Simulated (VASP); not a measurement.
Crystal: P.

```
P
1.0
     2.48267    0.00000    0.00000
     0.00000    2.48267    0.00000
     0.00000    0.00000    2.38428
P
1
Cartesian
  0.0000 0.0000 0.0000
```

| Item | Value |
| --- | --- |
| Program | VASP 6.6.1 |
| Task | relaxation of cell and atoms |
| Functional | PBE |
| Potentials or basis | VASP PAW PBE potentials, release 64 (P) |
| Cutoff | 600 eV |
| k mesh | 22 × 22 × 22 |
| Occupations | gaussian, width 0.1 eV |
| Spin | no spin polarisation |

At the start: pressure -0.5 GPa; volume 14.70 Å³/atom.

Q: How do energy, volume and symmetry change on relaxing?

A: Over 6 steps the energy falls by 14.8 meV/atom and the volume is 14.58 Å³/atom (-0.8 %); space group Pm-3m (No. 221, to 0.05 Å).

Step by step:
```
step  energy change (eV)  largest force (eV/Å)  pressure (GPa)  volume (Å³)
   1              0.0000                0.0000           -0.50        14.70
   2             -0.0139                0.0000           -0.07        14.59
   3             -0.0148                0.0000           -0.27        14.61
   4             -0.0148                0.0000           -0.29        14.61
   5             -0.0148                0.0000            0.13        14.56
   6             -0.0148                0.0000            0.00        14.58
```

Final structure:
```yaml
crystal:
  lattice:
    - [2.44306, 0.00000, 0.00000]
    - [0.00000, 2.44306, 0.00000]
    - [0.00000, 0.00000, 2.44208]
  atoms:
    - { symbol: P, position: [0.00000, 0.00000, 0.00000] }
```
